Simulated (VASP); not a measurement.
# H7N2F (Pca2_1) in VASP: a series of runs, part 2 of 2

VASP 6.6.1.

## 3. Electric field gradients, PBE

File INCAR:

```
SYSTEM = H7N2F
ALGO     = Normal         ! electronic algorithm
EDIFF    = 1E-8           ! SCF threshold, eV
ENCUT    = 520            ! plane-wave cutoff, eV
GGA      = PE             ! functional
ISIF     = 2              ! what is computed and relaxed
ISMEAR   = -1             ! smearing method
LASPH    = .TRUE.         ! aspherical terms in the spheres
LCHARG   = .FALSE.        ! write CHGCAR
LEFG     = .TRUE.       
LREAL    = Auto         
LWAVE    = .FALSE.        ! write WAVECAR
NBANDS   = 74             ! bands
NELM     = 100            ! most SCF steps
PREC     = Accurate       ! precision mode
SIGMA    = 0.02           ! smearing width, eV
```

File KPOINTS:

```
k-points
0
G
  3 4 3
  0 0 0
```

File POSCAR:

```
H7N2F
1.0
    8.0483831800      0.0000000000      0.0000000000
    0.0000000000      5.6296524400      0.0000000000
    0.0000000000      0.0000000000      7.3676988900
H N F
28 8 4
Direct
    0.7253132400      0.7885011700      0.0282918500
    0.2746867600      0.2114988300      0.5282918500
    0.7746867600      0.7885011700      0.5282918500
    0.2253132400      0.2114988300      0.0282918500
    0.7455820900      0.0459763500      0.1494271700
    0.2544179100      0.9540236500      0.6494271700
    0.7544179100      0.0459763500      0.6494271700
    0.2455820900      0.9540236500      0.1494271700
    0.6309503400      0.0443963400      0.9567057800
    0.3690496600      0.9556036600      0.4567057800
    0.8690496600      0.0443963400      0.4567057800
    0.1309503400      0.9556036600      0.9567057800
    0.5590058000      0.9010109100      0.1462243800
    0.4409942000      0.0989890900      0.6462243800
    0.9409942000      0.9010109100      0.6462243800
    0.0590058000      0.0989890900      0.1462243800
    0.6297932400      0.4327700800      0.5617959400
    0.3702067600      0.5672299200      0.0617959400
    0.8702067600      0.4327700800      0.0617959400
    0.1297932400      0.5672299200      0.5617959400
    0.7358769100      0.4315138900      0.3716434700
    0.2641230900      0.5684861100      0.8716434700
    0.7641230900      0.4315138900      0.8716434700
    0.2358769100      0.5684861100      0.3716434700
    0.5635657600      0.5918575700      0.3869170300
    0.4364342400      0.4081424300      0.8869170300
    0.9364342400      0.5918575700      0.8869170300
    0.0635657600      0.4081424300      0.3869170300
    0.6636683900      0.9466082700      0.0710690000
    0.3363316100      0.0533917300      0.5710690000
    0.8363316100      0.9466082700      0.5710690000
    0.1636683900      0.0533917300      0.0710690000
    0.6666102700      0.5364770900      0.4555357800
    0.3333897300      0.4635229100      0.9555357800
    0.8333897300      0.5364770900      0.9555357800
    0.1666102700      0.4635229100      0.4555357800
    0.6058874200      0.1969478500      0.7625906000
    0.3941125800      0.8030521500      0.2625906000
    0.8941125800      0.1969478500      0.2625906000
    0.1058874200      0.8030521500      0.7625906000
```

Potentials or basis: VASP PAW PBE potentials, release 64 (H, N, F).

Launch:

```
cat potpaw_PBE.64/H/POTCAR potpaw_PBE.64/N/POTCAR potpaw_PBE.64/F/POTCAR > POTCAR
mpirun -np 1 vasp_std > vasp.out
```

OUTCAR:

```text
SYSTEM = H7N2F
   EDIFF = 1E-8
   ENCUT = 520
   GGA = PE
   ISIF = 2
   ISMEAR = -1
   LASPH = .TRUE.
   LREAL = Auto
   NELM = 100
   PREC = Accurate

 ion  position               nearest neighbor table
   1  0.725  0.789  0.028-  29 1.07
   2  0.275  0.211  0.528-  30 1.07
   3  0.775  0.789  0.528-  31 1.07
   4  0.225  0.211  0.028-  32 1.07
   5  0.746  0.046  0.149-  29 1.04
   6  0.254  0.954  0.649-  30 1.04
[... 20 lines left out ...]
  27  0.936  0.592  0.887-  35 1.02
  28  0.064  0.408  0.387-  36 1.02
  29  0.664  0.947  0.071-   5 1.04  13 1.04   9 1.04   1 1.07
  30  0.336  0.053  0.571-   6 1.04  14 1.04  10 1.04   2 1.07
  31  0.836  0.947  0.571-   7 1.04  15 1.04  11 1.04   3 1.07
  32  0.164  0.053  0.071-   8 1.04  16 1.04  12 1.04   4 1.07
  33  0.667  0.536  0.456-  25 1.02  17 1.02  21 1.02
  34  0.333  0.464  0.956-  26 1.02  18 1.02  22 1.02
  35  0.833  0.536  0.956-  27 1.02  19 1.02  23 1.02
  36  0.167  0.464  0.456-  28 1.02  20 1.02  24 1.02
  37  0.606  0.197  0.763-
  38  0.394  0.803  0.263-
  39  0.894  0.197  0.263-
  40  0.106  0.803  0.763-

  LATTYP: Found a simple orthorhombic cell.
 ALAT       =     5.6296524400
 B/A-ratio  =     1.3087306843
 C/A-ratio  =     1.4296412196
[... 1076 lines left out ...]
  free  energy   TOTEN  =      -196.6714332007 eV

  energy  without entropy=     -196.6714332007  energy(sigma->0) =     -196.67143320

 Electric field gradients (V/A^2)
---------------------------------------------------------------------
 ion       V_xx      V_yy      V_zz      V_xy      V_xz      V_yz
---------------------------------------------------------------------
   1      -3.328    10.069    -6.741   -10.513    -3.731     6.704
   2      -3.328    10.069    -6.741   -10.513     3.731    -6.704
   3      -3.328    10.069    -6.741    10.513     3.731     6.704
   4      -3.328    10.069    -6.741    10.513    -3.731    -6.704
   5       2.064    -1.671    -0.393    13.086    13.467    11.559
   6       2.064    -1.671    -0.393    13.086   -13.467   -11.559
[... 32 lines left out ...]
  39       2.119    -5.875     3.756     1.811    -2.722    -0.939
  40       2.119    -5.875     3.756     1.811     2.722     0.939
---------------------------------------------------------------------

 Electric field gradients after diagonalization (V/A^2)
 (convention: |V_zz| > |V_xx| > |V_yy|)
----------------------------------------------------------------------
 ion       V_xx      V_yy      V_zz     asymmetry (V_yy - V_xx)/ V_zz
----------------------------------------------------------------------
   1      -9.143    -9.053    18.196       0.005
   2      -9.143    -9.053    18.196       0.005
   3      -9.143    -9.053    18.196       0.005
   4      -9.143    -9.053    18.196       0.005
   5     -13.034   -12.520    25.554       0.020
   6     -13.034   -12.520    25.554       0.020
[... 32 lines left out ...]
  39       6.065     0.214    -6.279       0.932
  40       6.065     0.214    -6.279       0.932
----------------------------------------------------------------------

           NMR quadrupolar parameters

 Cq : quadrupolar parameter    Cq=e*Q*V_zz/h
 eta: asymmetry parameters     (V_yy - V_xx)/ V_zz
 Q  : nuclear electric quadrupole moment in mb (millibarn)
----------------------------------------------------------------------
 ion       Cq(MHz)       eta       Q (mb)
----------------------------------------------------------------------
   1       0.044       0.005       1.000
   2       0.044       0.005       1.000
   3       0.044       0.005       1.000
   4       0.044       0.005       1.000
   5       0.062       0.020       1.000
   6       0.062       0.020       1.000
[... 32 lines left out ...]
  39      -0.015       0.932       1.000
  40      -0.015       0.932       1.000
----------------------------------------------------------------------
```

stdout:

```text
POSCAR found type information on POSCAR H N F
 POSCAR found :  3 types and      40 ions
 scaLAPACK will be used
 LDA part: xc-table for (Slater+PW92), standard interpolation
 POSCAR, INCAR and KPOINTS ok, starting setup
 FFT: planning ... GRIDC
 FFT: planning ... GRID_SOFT
 FFT: planning ... GRID
 WAVECAR not read
 entering main loop
ion   1
     0.0000116    -6.6419636     4.1995626    -3.6099398    -2.3660769    -4.0054543
     0.0000158    -6.6419636     4.1995626    -3.6099398    -2.3660769    -4.0054543
     0.0000215    -6.6419636     4.1995626    -3.6099398    -2.3660769    -4.0054543
     0.0000293    -6.6419636     4.1995626    -3.6099398    -2.3660769    -4.0054543

     0.0000116    -6.9479215     4.3930128    -3.7762294    -2.4750688    -4.1899630
     0.0000158    -6.9479215     4.3930128    -3.7762294    -2.4750688    -4.1899630
     0.0000215    -6.9479215     4.3930128    -3.7762294    -2.4750688    -4.1899630
     0.0000293    -6.9479215     4.3930128    -3.7762294    -2.4750688    -4.1899630
[... 106 lines left out ...]
     0.0000116     2.1863267    -7.3595954     4.9721232    -3.2810178    -1.9440952
     0.0000158     2.1863267    -7.3595954     4.9721232    -3.2810178    -1.9440952
     0.0000215     2.1863267    -7.3595954     4.9721232    -3.2810178    -1.9440952
     0.0000293     2.1863267    -7.3595954     4.9721232    -3.2810178    -1.9440952

ion  12
     0.0000116     2.0900499     7.0355091     4.7531714     3.1
```

Run time: 6.4 min. Hardware: 1 thread of Intel Xeon Platinum 8488C (Sapphire Rapids), shared host; peak memory 0.48 GiB.

Results:

```
Free energy                             : -196.6714 eV
Pressure                                : 2.1 GPa
Largest force                           : 0.263 eV/Å
Band gap on the k mesh                  : 4.96 eV
Largest electric field gradient by atom : H +18.2, +25.6, +25.4, +25.3, +33.9, +34.2 (each value once); N -7.7, -64.8 (each value once); F -6.3 V/Å²
```

Forces in eV/Å, atoms in the order of the input:
```
H    0.117 -0.224 -0.070
H   -0.117  0.224 -0.070
H   -0.117 -0.224 -0.070
H    0.117  0.224 -0.070
H    0.170  0.139  0.142
H   -0.170 -0.139  0.142
H   -0.170  0.139  0.142
H    0.170 -0.139  0.142
H   -0.063  0.132 -0.210
H    0.063 -0.132 -0.210
H    0.063  0.132 -0.210
H   -0.063 -0.132 -0.210
H   -0.212 -0.066  0.142
H    0.212  0.066  0.142
H    0.212 -0.066  0.142
H   -0.212  0.066  0.142
H   -0.070 -0.129  0.183
H    0.070  0.129  0.183
H    0.070 -0.129  0.183
H   -0.070  0.129  0.183
H    0.132 -0.133 -0.143
H   -0.132  0.133 -0.143
H   -0.132 -0.133 -0.143
H    0.132  0.133 -0.143
H   -0.194  0.080 -0.118
H    0.194 -0.080 -0.118
H    0.194  0.080 -0.118
H   -0.194 -0.080 -0.118
N   -0.005 -0.004 -0.005
N    0.005  0.004 -0.005
N    0.005 -0.004 -0.005
N   -0.005  0.004 -0.005
N    0.109  0.192  0.070
N   -0.109 -0.192  0.070
N   -0.109  0.192  0.070
N    0.109 -0.192  0.070
F    0.001  0.032  0.007
F   -0.001 -0.032  0.007
F   -0.001  0.032  0.007
F    0.001 -0.032  0.007
```

Levels at points of the mesh, in eV from the valence-band top:
```csv
k point,band 46,band 47,band 48,band 49,band 50,band 51
"(0.00, 0.00, 0.00)",-0.15,-0.15,0.00,4.96,7.46,7.80
"(0.00, 0.50, 0.00)",-0.13,-0.03,-0.03,6.40,6.78,7.55
```

Electric field gradients, principal values (V/Å²):
```
atom    least   middle  greatest (by size)
 1 H   -9.053   -9.143              18.196
 2 H   -9.053   -9.143              18.196
 3 H   -9.053   -9.143              18.196
 4 H   -9.053   -9.143              18.196
 5 H  -12.520  -13.034              25.554
 6 H  -12.520  -13.034              25.554
 7 H  -12.520  -13.034              25.554
 8 H  -12.520  -13.034              25.554
 9 H  -12.522  -12.843              25.366
10 H  -12.522  -12.843              25.366
11 H  -12.522  -12.843              25.366
12 H  -12.522  -12.843              25.366
13 H  -12.433  -12.849              25.282
14 H  -12.433  -12.849              25.282
15 H  -12.433  -12.849              25.282
16 H  -12.433  -12.849              25.282
17 H  -15.121  -18.815              33.936
18 H  -15.121  -18.815              33.936
19 H  -15.121  -18.815              33.936
20 H  -15.121  -18.815              33.936
21 H  -15.060  -18.841              33.901
22 H  -15.060  -18.841              33.901
23 H  -15.060  -18.841              33.901
24 H  -15.060  -18.841              33.901
25 H  -15.156  -19.063              34.219
26 H  -15.156  -19.063              34.219
27 H  -15.156  -19.063              34.219
28 H  -15.156  -19.063              34.219
29 N    3.411    4.289              -7.700
30 N    3.411    4.289              -7.700
31 N    3.411    4.289              -7.700
32 N    3.411    4.289              -7.700
33 N   32.334   32.470             -64.803
34 N   32.334   32.470             -64.803
35 N   32.334   32.470             -64.803
36 N   32.334   32.470             -64.803
37 F    0.214    6.065              -6.279
38 F    0.214    6.065              -6.279
39 F    0.214    6.065              -6.279
40 F    0.214    6.065              -6.279
```

Caveat: without QUAD_EFG the Cq values of the log hold for a quadrupole moment of 1 mb, not for the nuclei; an odd mesh through Γ misses points on the zone boundary, where band edges can lie.
